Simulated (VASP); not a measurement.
# GeN (Fm-3m) in VASP: a series of runs

GeN is run at these levels: PBE; tasks: single point.

Everything below comes from runs of VASP 6.6.1. Logs are shortened: lines on timing, memory, paths and dates and some standing lists are left out, and cuts for length are marked.

## Step 1: The cell of the first run

It takes space group Fm-3m (No. 225, cubic). Conventional cell: a = 4.494 Å, b = 4.494 Å, c = 4.494 Å, α = 90.00°, β = 90.00°, γ = 90.00°. Ge (site symmetry m-3m) has 6 N at 2.25 Å within 3.0 Å. N (site symmetry m-3m) has 6 Ge at 2.25 Å within 3.0 Å.

The cell was built from a structure type or drawn by symmetry, and may not be a known phase.

## Step 2: Single point, PBE

Input file INCAR:

```
ALGO = Normal
EDIFF = 1E-6
ENCUT = 600
GGA = PE
GGA_COMPAT = False
ISIF = 2
ISMEAR = 0
LASPH = True
LCHARG = True
LELF = True
LREAL = False
LVHAR = True
LWAVE = False
NBANDS = 16
NELM = 120
PREC = Accurate
SIGMA = 0.2
```

Input file KPOINTS:

```
k-points
0
Gamma
  7 7 7
```

Input file POSCAR:

```
GeN
1.0
    0.0000000000      2.2471326859      2.2471326859
    2.2471326859      0.0000000000      2.2471326859
    2.2471326859      2.2471326859      0.0000000000
Ge N
1 1
Direct
    0.5000000000      0.5000000000      0.5000000000
    0.0000000000      0.0000000000      0.0000000000
```

Potentials or basis: VASP PAW PBE potentials, release 64 (Ge_d, N).

On the command line:

```bash
$ cat potpaw_PBE.64/Ge_d/POTCAR potpaw_PBE.64/N/POTCAR > POTCAR
$ mpirun -np 1 vasp_std > vasp.out
```

OUTCAR:

```text
EDIFF = 1E-6
   ENCUT = 600
   GGA = PE
   ISIF = 2
   ISMEAR = 0
   LASPH = True
   LREAL = False
   NELM = 120
   PREC = Accurate

 ion  position               nearest neighbor table
   1  0.500  0.500  0.500-   2 2.25   2 2.25   2 2.25   2 2.25   2 2.25   2 2.25
   2  0.000  0.000  0.000-   1 2.25   1 2.25   1 2.25   1 2.25   1 2.25   1 2.25

  LATTYP: Found a face centered cubic cell.
 ALAT       =     4.4942653718

  Lattice vectors:

 A1 = (   0.0000000000,   2.2471326859,   2.2471326859)
 A2 = (   2.2471326859,   0.0000000000,   2.2471326859)
 A3 = (   2.2471326859,   2.2471326859,   0.0000000000)

Analysis of symmetry for initial positions (statically):
=====================================================================
 Subroutine PRICEL returns:
 Original cell was already a primitive cell.

 Routine SETGRP: Setting up the symmetry group for a
 face centered cubic supercell.

 Subroutine GETGRP returns: Found 48 space group operations
 (whereof 48 operations were pure point group operations)
 out of a pool of 48 trial point group operations.

The static configuration has the point symmetry O_h .

Analysis of symmetry for dynamics (positions and initial velocities):
=====================================================================
 Subroutine PRICEL returns:
 Original cell was already a primitive cell.

 Routine SETGRP: Setting up the symmetry group for a
 face centered cubic supercell.

 Subroutine GETGRP returns: Found 48 space group operations
 (whereof 48 operations were pure point group operations)
 out of a pool of 48 trial point group operations.

The dynamic configuration has the point symmetry O_h .

 Subroutine INISYM returns: Found 48 space group operations
 (whereof 48 operations are pure point group operations),
 and found     1 'primitive' translations

----------------------------------------------------------------------------------------

                                     Primitive cell

  volume of cell :      22.6943

  direct lattice vectors                    reciprocal lattice vectors
     0.000000000  2.247132686  2.247132686    -0.222505775  0.222505775  0.222505775
     2.247132686  0.000000000  2.247132686     0.222505775 -0.222505775  0.222505775
     2.247132686  2.247132686  0.000000000     0.222505775  0.222505775 -0.222505775

  length of vectors
     3.177925521  3.177925521  3.177925521     0.385391307  0.385391307  0.385391307

  position of ions in fractional coordinates (direct lattice)
     0.500000000  0.500000000  0.500000000
     0.000000000  0.000000000  0.000000000

[... 72 lines left out ...]
   LREAL  =      F    real-space projection
   EDIFFG = 0.1E-04   stopping-criterion for IOM
   NSW    =      0    number of steps for IOM
   IBRION =     -1    ionic relax: 0-MD 1-quasi-New 2-CG
   NFREE  =      0    steps in history (QN), initial steepest desc. (CG)
   ISIF   =      2    stress and relaxation
   ISYM   =      2    0-nonsym 1-usesym 2-fastsym
   POTIM  = 0.5000    time-step for ionic-motion
   TEBEG  =    0.0;   TEEND  =   0.0 temperature during run
   PSTRESS=    0.0 pullay stress
   NELECT =      19.0000    total number of electrons
   NUPDOWN=      -1.0000    fix difference up-down
   EMIN   =  10.00;   EMAX   =-10.00  energy-range for DOS
   EFERMI =   0.00;   METHOD = LEGACY
   ISMEAR =     0;   SIGMA  =   0.20  broadening in eV -4-tet -1-fermi 0-gaus
   EFERMI_NEDOS =   21; number of points for ismear=-14 and -15
   IALGO  =     38    algorithm
   IMIX   =      4    mixing-type and parameters
     AMIX     =   0.40;   BMIX     =  1.00
     AMIX_MAG =   1.60;   BMIX_MAG =  1.00
  volume/ion in A,a.u.               =      11.35        76.57
  Fermi-wavevector in a.u.,A,eV,Ry     =   1.542958  2.915767 32.391636  2.380718
  Thomas-Fermi vector in A             =   2.648689
   LORBIT       =      0    0 simple, 1 ext, 2 COOP (PROOUT), +10 PAW based schemes
   GGA     = PE    functional components
   LHFCALC =     F    Hartree Fock is set to
   AEXX    =    0.0000 exact exchange contribution
   IVDW    =     0    specifies the selected vdW correction
   LEPSILON=     F    determine dielectric tensor
   LRPA    =     F    only Hartree local field effects (RPA)
 non-spin polarized calculation
 Gauss-broadening in eV      SIGMA  =   0.20
  energy-cutoff  :      600.00
  volume of cell :       22.69
 maximum number of plane-waves:       769
 NGX is ok and might be reduce to    28
   NGX = 13   NGY = 13   NGZ = 13

 number of electron      19.0000002 magnetization

 Free energy of the ion-electron system (eV)
  ---------------------------------------------------
  ext. energy  EPLUGINS =         0.00000000
  ---------------------------------------------------
  free energy    TOTEN  =       -11.49873786 eV

  energy without entropy =      -11.47751007  energy(sigma->0) =      -11.48812396

 E-fermi :   8.7164     XC(G=0): -12.2464

 val. band max:        8.5286904752   @ k =   0.4286   0.2857   0.1429
 cond. band min:       8.7195103398   @ k =  -0.2857   0.2857   0.0000
 fundamental gap:      0.1908198646
 Fermi energy:         8.7163820584

 k-point     1 :       0.0000    0.0000    0.0000
  band No.  band energies     occupation
      1     -16.8722      2.00000
      2     -16.8722      2.00000
      3     -16.8722      2.00000
      4     -16.8445      2.00000
      5     -16.8445      2.00000
      6      -9.7724      2.00000
[... 357 lines left out ...]
      3     -16.8458      2.00000
      4     -16.8421      2.00000
      5     -16.8098      2.00000
      6      -6.0273      2.00000
[... 8 lines left out ...]
     15      22.7447      0.00000
     16      29.3831      0.00000

------------------------ aborting loop because EDIFF is reached ----------------------------------------

  FORCE on cell =-STRESS in cart. coord.  units (eV):
  Direction    XX          YY          ZZ          XY          YZ          ZX
  --------------------------------------------------------------------------------------
  -------------------------------------------------------------------------------------
  Total       -0.0658690     -0.0658690     -0.0658690      0.0000000      0.0000000     -0.0000000
  in kB       -4.6502411     -4.6502411     -4.6502411      0.0000000      0.0000000     -0.0000000
  external PRESSURE =      -4.6502411 kB  Pullay stress =       0.0000000 kB

 VOLUME and BASIS-vectors are now :
 -----------------------------------------------------------------------------
  energy-cutoff  :      600.00
  volume of cell :       22.69
      direct lattice vectors                 reciprocal lattice vectors
     0.000000000  2.247132686  2.247132686    -0.222505775  0.222505775  0.222505775
     2.247132686  0.000000000  2.247132686     0.222505775 -0.222505775  0.222505775
     2.247132686  2.247132686  0.000000000     0.222505775  0.222505775 -0.222505775

 POSITION                                       TOTAL-FORCE (eV/Angst)
 -----------------------------------------------------------------------------------
      2.24713      2.24713      2.24713         0.000000      0.000000      0.000000
      0.00000      0.00000      0.00000        -0.000000     -0.000000     -0.000000
 -----------------------------------------------------------------------------------
    total drift:                                0.000000      0.000000      0.000000

  FREE ENERGIE OF THE ION-ELECTRON SYSTEM (eV)
  ---------------------------------------------------
  free  energy   TOTEN  =       -11.4987378568 eV

  energy  without entropy=      -11.4775100669  energy(sigma->0) =      -11.48812396
```

OSZICAR:

```text
N       E                     dE             d eps       ncg     rms          rms(c)
DAV:   1     0.103016666381E+03    0.10302E+03   -0.10151E+04   696   0.336E+03
DAV:   2    -0.230620791602E+01   -0.10532E+03   -0.10066E+03   712   0.525E+02
DAV:   3    -0.125176476241E+02   -0.10211E+02   -0.10141E+02   752   0.973E+01
DAV:   4    -0.126933868932E+02   -0.17574E+00   -0.17567E+00   760   0.139E+01
DAV:   5    -0.126951269593E+02   -0.17401E-02   -0.17401E-02   720   0.146E+00    0.634E+00
DAV:   6    -0.115285795063E+02    0.11665E+01   -0.50400E+00   888   0.216E+01    0.254E+00
DAV:   7    -0.115031202567E+02    0.25459E-01   -0.24993E-01   768   0.491E+00    0.135E+00
DAV:   8    -0.115007242653E+02    0.23960E-02   -0.41666E-02   768   0.256E+00    0.482E-01
DAV:   9    -0.114986075431E+02    0.21167E-02   -0.68405E-03   920   0.109E+00    0.134E-01
DAV:  10    -0.114987441134E+02   -0.13657E-03   -0.37966E-04   832   0.209E-01    0.446E-02
DAV:  11    -0.114987372070E+02    0.69064E-05   -0.13505E-05   808   0.783E-02    0.128E-02
DAV:  12    -0.114987378568E+02   -0.64985E-06   -0.47469E-06   840   0.465E-02
   1 F= -.11498738E+02 E0= -.11488124E+02  d E =-.212278E-01
```

Run time: 23 s. Hardware: 1 thread of Intel Xeon 8259CL, shared host; peak memory 0.16 GiB.

What came out:

```yaml
Free_energy: -11.4987 eV
Pressure: -0.5 GPa
Band_gap_on_the_k_mesh: zero (an odd number of electrons rules out a gap without spin polarisation)
```

## Step 3: Single point, PBE

Input file INCAR:

```
SYSTEM = GeN
  ALGO = Normal
  EDIFF = 1E-6
  ENCUT = 600
  GGA = PE
  GGA_COMPAT = .False.
  ISIF = 2
  ISMEAR = 0
  LASPH = .True.
  LCHARG = .False.
  LREAL = .False.
  LWAVE = .False.
  NBANDS = 16
  NELM = 120
  PREC = Accurate
  SIGMA = 0.2
```

Input file KPOINTS:

```
k-points
0
Gamma
  7 7 7
  0 0 0
```

Input file POSCAR:

```
GeN
1.0
    1.5889153793      0.9173607220      2.5946046279
   -1.5889153793      0.9173607220      2.5946046279
    0.0000000000     -1.8347214440      2.5946046279
Ge N
1 1
Direct
    0.0000000000      0.0000000000      0.0000000000
    0.5000000000      0.5000000000      0.5000000000
```

Potentials or basis: VASP PAW PBE potentials, release 64 (Ge_d, N).

On the command line:

```bash
$ cat potpaw_PBE.64/Ge_d/POTCAR potpaw_PBE.64/N/POTCAR > POTCAR
$ mpirun -np 1 vasp_std > vasp.out
```

It took 49 s on 1 thread of Intel Xeon 8259CL, shared host; peak memory 0.16 GiB.

It converged, with:

```
Free energy            : -11.4987 eV
Pressure               : -0.4 GPa
Band gap on the k mesh : zero (an odd number of electrons rules out a gap without spin polarisation)
```

Levels at points of the mesh, in eV from the Fermi level:
| k point | band 6 | band 7 | band 8 | band 9 | band 10 | band 11 | band 12 | band 13 |
| --- | --- | --- | --- | --- | --- | --- | --- | --- |
| (0.00, 0.00, 0.00) | -18.49 | -3.62 | -2.85 | -2.85 | -2.85 | 8.48 | 8.48 | 8.48 |
